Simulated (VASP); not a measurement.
# BN (P6_3/mmc) in VASP: relaxation of cell and atoms with r2SCAN

Aim: the relaxation of cell and atoms of BN with r2SCAN.

Everything below comes from runs of VASP 6.6.1. Logs are shortened: lines on timing, memory, paths and dates and some standing lists are left out, and cuts for length are marked.

### Step 1. The cell of the first run

Symmetry: P6_3/mmc, No. 194, hexagonal system. Conventional cell: a = 2.500 Å, b = 2.500 Å, c = 6.872 Å, α = 90.00°, β = 90.00°, γ = 120.00°. B (site symmetry -6m2) has 3 N at 1.44 Å within 1.9 Å. Within 1.9 Å of N (site symmetry -6m2) lie 3 B at 1.44 Å.

### Step 2. Relaxation of cell and atoms, r2SCAN

The input, POSCAR:

```
BN
1.0
    2.4999725135      0.0000000000      0.0000000000
   -1.2499862567      2.1650397054      0.0000000000
    0.0000000000      0.0000000000      6.8724905086
B N
2 2
Direct
    0.3333333333      0.6666666667      0.0000000000
    0.6666666667      0.3333333333      0.5000000000
    0.3333333333      0.6666666667      0.5000000000
    0.6666666667      0.3333333333      1.0000000000
```

The input, INCAR.step1:

```
SYSTEM = BN
ALGO = Normal
EDIFF = 1E-4
ENCUT = 600
GGA = PE
ISMEAR = 0
LASPH = .True.
LCHARG = .False.
LREAL = .False.
LWAVE = .True.
NELM = 100
PREC = Accurate
SIGMA = 0.02
```

The input, INCAR.step2:

```
SYSTEM = BN
ALGO = Normal
EDIFF = 1E-6
EDIFFG = -0.002
ENCUT = 600
IBRION = 2
ISIF = 3
ISMEAR = 0
ISTART = 1
LASPH = .True.
LCHARG = .False.
LMIXTAU = .True.
LREAL = .False.
LWAVE = .False.
METAGGA = R2SCAN
NELM = 100
NSW = 100
PREC = Accurate
SIGMA = 0.02
```

The input, KPOINTS:

```
k-points
0
Gamma
  15 15 6
  0 0 0
```

Potentials or basis: VASP PAW PBE potentials, release 64 (B, N).

Launch:

```bash
cat potpaw_PBE.64/B/POTCAR potpaw_PBE.64/N/POTCAR > POTCAR
cp INCAR.step1 INCAR
mpirun -np 1 vasp_std > vasp.out
cp INCAR.step2 INCAR
mpirun -np 1 vasp_std > vasp.out
```

OUTCAR:

```text
SYSTEM = BN
   EDIFF = 1E-6
   EDIFFG = -0.002
   ENCUT = 600
   IBRION = 2
   ISIF = 3
   ISMEAR = 0
   ISTART = 1
   LASPH = .True.
   LREAL = .False.
   METAGGA = R2SCAN
   NELM = 100
   NSW = 100
   PREC = Accurate

 ion  position               nearest neighbor table
   1  0.333  0.667  0.000-   4 1.44   4 1.44   4 1.44
   2  0.667  0.333  0.500-   3 1.44   3 1.44   3 1.44
   3  0.333  0.667  0.500-   2 1.44   2 1.44   2 1.44
   4  0.667  0.333  0.000-   1 1.44   1 1.44   1 1.44

  LATTYP: Found a hexagonal cell.
 ALAT       =     2.4999725135
 C/A-ratio  =     2.7490264279

  Lattice vectors:

 A1 = (   2.4999725135,   0.0000000000,   0.0000000000)
 A2 = (  -1.2499862567,   2.1650397054,   0.0000000000)
 A3 = (   0.0000000000,   0.0000000000,   6.8724905086)

Analysis of symmetry for initial positions (statically):
=====================================================================
 Subroutine PRICEL returns:
 Original cell was already a primitive cell.

 Routine SETGRP: Setting up the symmetry group for a
 hexagonal supercell.

 Subroutine GETGRP returns: Found 24 space group operations
 (whereof 12 operations were pure point group operations)
 out of a pool of 24 trial point group operations.

The static configuration has the point symmetry D_3h.
 The point group associated with its full space group is D_6h.

Analysis of symmetry for dynamics (positions and initial velocities):
=====================================================================
 Subroutine PRICEL returns:
 Original cell was already a primitive cell.

 Routine SETGRP: Setting up the symmetry group for a
 hexagonal supercell.

 Subroutine GETGRP returns: Found 24 space group operations
 (whereof 12 operations were pure point group operations)
 out of a pool of 24 trial point group operations.

The dynamic configuration has the point symmetry D_3h.
 The point group associated with its full space group is D_6h.

 Subroutine INISYM returns: Found 24 space group operations
 (whereof 12 operations are pure point group operations),
 and found     1 'primitive' translations

----------------------------------------------------------------------------------------

                                     Primitive cell

  volume of cell :      37.1976

  direct lattice vectors                    reciprocal lattice vectors
     2.499972513  0.000000000  0.000000000     0.400004398  0.230942647  0.000000000
    -1.249986257  2.165039705  0.000000000     0.000000000  0.461885294  0.000000000
     0.000000000  0.000000000  6.872490509     0.000000000  0.000000000  0.145507658

  length of vectors
     2.499972513  2.499972513  6.872490509     0.461885294  0.461885294  0.145507658

  position of ions in fractional coordinates (direct lattice)
     0.333333333  0.666666667  0.000000000
     0.666666667  0.333333333  0.500000000
     0.333333333  0.666666667  0.500000000
     0.666666667  0.333333333  0.000000000

  ion indices of the primitive-cell ions
   primitive index   ion index
                 1           1
                 2           2
                 3           3
                 4           4

----------------------------------------------------------------------------------------

 KPOINTS: k-points

Automatic generation of k-mesh.
 Grid dimensions read from file:
 generate k-points for:   15   15    6

 Generating k-lattice:

  Cartesian coordinates                     Fractional coordinates (reciprocal lattice)
     0.026666960  0.015396176  0.000000000     0.066666667  0.000000000  0.000000000
     0.000000000  0.030792353  0.000000000     0.000000000  0.066666667  0.000000000
     0.000000000  0.000000000  0.024251276     0.000000000  0.000000000  0.166666667

  Length of vectors
     0.030792353  0.030792353  0.024251276

  Shift w.r.t. Gamma in fractional coordinates (k-lattice)
     0.000000000  0.000000000  0.000000000

 Subroutine IBZKPT returns following result:
 ===========================================

 Found    108 irreducible k-points:

 Following reciprocal coordinates:
            Coordinates               Weight
  0.000000  0.000000  0.000000      1.000000
  0.066667  0.000000  0.000000      6.000000
  0.133333  0.000000  0.000000      6.000000
  0.200000  0.000000  0.000000      6.000000
  0.266667  0.000000  0.000000      6.000000
  0.333333  0.000000  0.000000      6.000000
[... 16 lines left out ...]
  0.333333  0.200000  0.000000     12.000000
  0.400000  0.200000  0.000000      6.000000
 [... further k-points ...]
   k-points           NKPTS =    108   k-points in BZ     NKDIM =    108   number of bands    NBANDS=     12
   number of dos      NEDOS =    301   number of ions     NIONS =      4
   total plane-waves  NPLWV =  22400
   dimension x,y,z NGX =    20 NGY =   20 NGZ =   56
   dimension x,y,z NGXF=    40 NGYF=   40 NGZF=  112
   ions per type =               2   2
   NGX,Y,Z   is equivalent  to a cutoff of  13.30, 13.30, 13.55 a.u.
   NGXF,Y,Z  is equivalent  to a cutoff of  26.60, 26.60, 27.09 a.u.
 SYSTEM =  BN
   PREC   = accura    normal or accurate (medium, high low for compatibility)
   ISTART =      1    job   : 0-new  1-cont  2-samecut
   ICHARG =      0    charge: 1-file 2-atom 10-const
   ISPIN  =      1    spin polarized calculation?
   LNONCOLLINEAR =      F non collinear calculations
   LSORBIT =      F    spin-orbit coupling
   LASPH  =      T    aspherical Exc in radial PAW
   ENCUT  =  600.0 eV  44.10 Ry    6.64 a.u.   4.99  4.99 13.73*2*pi/ulx,y,z
   NELM   =    100;   NELMIN=  2; NELMDL=  0     # of ELM steps
   EDIFF  = 0.1E-05   stopping-criterion for ELM
   LREAL  =      F    real-space projection
   EDIFFG = -.2E-02   stopping-criterion for IOM
   NSW    =    100    number of steps for IOM
   IBRION =      2    ionic relax: 0-MD 1-quasi-New 2-CG
   NFREE  =      1    steps in history (QN), initial steepest desc. (CG)
   ISIF   =      3    stress and relaxation
   ISYM   =      2    0-nonsym 1-usesym 2-fastsym
   POTIM  = 0.5000    time-step for ionic-motion
   TEBEG  =    0.0;   TEEND  =   0.0 temperature during run
   PSTRESS=    0.0 pullay stress
   NELECT =      16.0000    total number of electrons
   NUPDOWN=      -1.0000    fix difference up-down
   EMIN   =  10.00;   EMAX   =-10.00  energy-range for DOS
   EFERMI =   0.00;   METHOD = LEGACY
   ISMEAR =     0;   SIGMA  =   0.02  broadening in eV -4-tet -1-fermi 0-gaus
   EFERMI_NEDOS =   21; number of points for ismear=-14 and -15
   IALGO  =     38    algorithm
   IMIX   =      4    mixing-type and parameters
     AMIX     =   0.40;   BMIX     =  1.00
     AMIX_MAG =   1.60;   BMIX_MAG =  1.00
  volume/ion in A,a.u.               =       9.30        62.76
  Fermi-wavevector in a.u.,A,eV,Ry     =   1.235785  2.335296 20.778350  1.527166
  Thomas-Fermi vector in A             =   2.370421
   LORBIT       =      0    0 simple, 1 ext, 2 COOP (PROOUT), +10 PAW based schemes
   METAGGA = R2SCAN    functional components
   LHFCALC =     F    Hartree Fock is set to
   AEXX    =    0.0000 exact exchange contribution
   IVDW    =     0    specifies the selected vdW correction
   LEPSILON=     F    determine dielectric tensor
   LRPA    =     F    only Hartree local field effects (RPA)
 conjugate gradient relaxation of ions
 non-spin polarized calculation
 Gauss-broadening in eV      SIGMA  =   0.02
  energy-cutoff  :      600.00
  volume of cell :       37.20
 maximum number of plane-waves:      1272
 NGX is ok and might be reduce to    20
   NGX =  9   NGY =  9   NGZ = 27

--------------------------------------- Ionic step        1  -------------------------------------------

 number of electron      15.9999998 magnetization

 Free energy of the ion-electron system (eV)
  ---------------------------------------------------
  ext. energy  EPLUGINS =         0.00000000
  ---------------------------------------------------
  free energy    TOTEN  =       -38.59967029 eV

  energy without entropy =      -38.59967029  energy(sigma->0) =      -38.59967029

------------------------ aborting loop because EDIFF is reached ----------------------------------------

  FORCE on cell =-STRESS in cart. coord.  units (eV):
  Direction    XX          YY          ZZ          XY          YZ          ZX
  --------------------------------------------------------------------------------------
  -------------------------------------------------------------------------------------
  Total        0.2541893      0.2541893     -0.0247821      0.0000000      0.0000000     -0.0000000
  in kB       10.9484492     10.9484492     -1.0674156      0.0000000      0.0000000     -0.0000000
  external PRESSURE =       6.9431609 kB  Pullay stress =       0.0000000 kB
[... 251 lines left out ...]
  energy  without entropy=      -38.5999688515  energy(sigma->0) =      -38.59996885

--------------------------------------- Ionic step        8  -------------------------------------------

 number of electron      15.9999998 magnetization

 Free energy of the ion-electron system (eV)
  ---------------------------------------------------
  ext. energy  EPLUGINS =         0.00000000
  ---------------------------------------------------
  free energy    TOTEN  =       -38.59997962 eV

  energy without entropy =      -38.59997962  energy(sigma->0) =      -38.59997962

 E-fermi :   1.9335     XC(G=0): -10.5474

 val. band max:        1.7966629054   @ k =   0.3333   0.2667   0.0000
 cond. band min:       6.7557783057   @ k =   0.4667   0.0667   0.0000
 fundamental gap:      4.9591154004
 Fermi energy:         1.9334646312

 k-point     1 :       0.0000    0.0000    0.0000
  band No.  band energies     occupation
      1     -16.9872      2.00000
      2     -16.7551      2.00000
      3      -4.4727      2.00000
      4      -2.5712      2.00000
      5       0.4388      2.00000
      6       0.4388      2.00000
      7       0.4678      2.00000
      8       0.4678      2.00000
      9       7.2251      0.00000
     10      12.4743      0.00000
     11      14.1146      0.00000
     12      14.1146      0.00000
[... 331 lines left out ...]
 k-point    24 :       0.4000    0.2000    0.0000
  band No.  band energies     occupation
      1     -13.3706      2.00000
      2     -13.3261      2.00000
      3      -6.9942      2.00000
      4      -6.9242      2.00000
      5      -4.3775      2.00000
      6      -4.3169      2.00000
      7       1.0374      2.00000
      8       1.6719      2.00000
      9       7.0660      0.00000
     10       7.7835      0.00000
     11      14.2507      0.00000
     12      14.4607      0.00000

 [... further k-points ...]

------------------------ aborting loop because EDIFF is reached ----------------------------------------

  FORCE on cell =-STRESS in cart. coord.  units (eV):
  Direction    XX          YY          ZZ          XY          YZ          ZX
  --------------------------------------------------------------------------------------
  -------------------------------------------------------------------------------------
  Total        0.0004034      0.0004034      0.0038488      0.0000000      0.0000000      0.0000000
  in kB        0.0174347      0.0174347      0.1663563      0.0000000      0.0000000      0.0000000
  external PRESSURE =       0.0670752 kB  Pullay stress =       0.0000000 kB
[... 19 lines left out ...]
  FREE ENERGIE OF THE ION-ELECTRON SYSTEM (eV)
  ---------------------------------------------------
  free  energy   TOTEN  =       -38.5999796197 eV

  energy  without entropy=      -38.5999796197  energy(sigma->0) =      -38.59997962

 reached required accuracy - stopping structural energy minimisation
```

It took 32 min on 1 thread of Intel Xeon 8259CL, shared host; peak memory 0.17 GiB.

What came out:

```
Free energy                           : -38.6000 eV
Relaxed volume                        : 9.27 Å³/atom
Relaxed cell                          : a = 2.503 Å, b = 2.503 Å, c = 6.834 Å, α = 90.00°, β = 90.00°, γ = 120.00°
Space group after relaxing (to 0.1 Å) : P6_3/mmc (No. 194)
Energy gained by relaxing             : 0.1 meV/atom
Ionic steps                           : 8
Pressure after relaxing               : 0.0 GPa
Band gap on the k mesh                : 4.96 eV (least direct gap 5.37 eV)
```

The path:
```csv
step,energy change (eV),largest force (eV/Å),pressure (GPa),volume (Å³)
1,0.0000,0.0000,0.69,37.20
2,0.0008,0.0000,-1.47,37.41
3,-0.0003,0.0000,-0.03,37.27
4,-0.0003,0.0000,-0.04,37.27
5,-0.0003,0.0000,-0.04,37.26
6,-0.0003,0.0000,-0.03,37.23
7,-0.0003,0.0000,-0.02,37.18
8,-0.0003,0.0000,0.01,37.07
```

Final structure:
```
B N
1.0
     2.50253    0.00000    0.00000
    -1.25126    2.16725    0.00000
     0.00000    0.00000    6.83446
B N
2 2
Cartesian
  0.0000 1.4448 0.0000
  1.2513 0.7224 3.4172
  0.0000 1.4448 3.4172
  1.2513 0.7224 0.0000
```

Caveat: the PAW data sets were made with another functional, which shifts forces and pressure a little. A k mesh can miss the band edges.
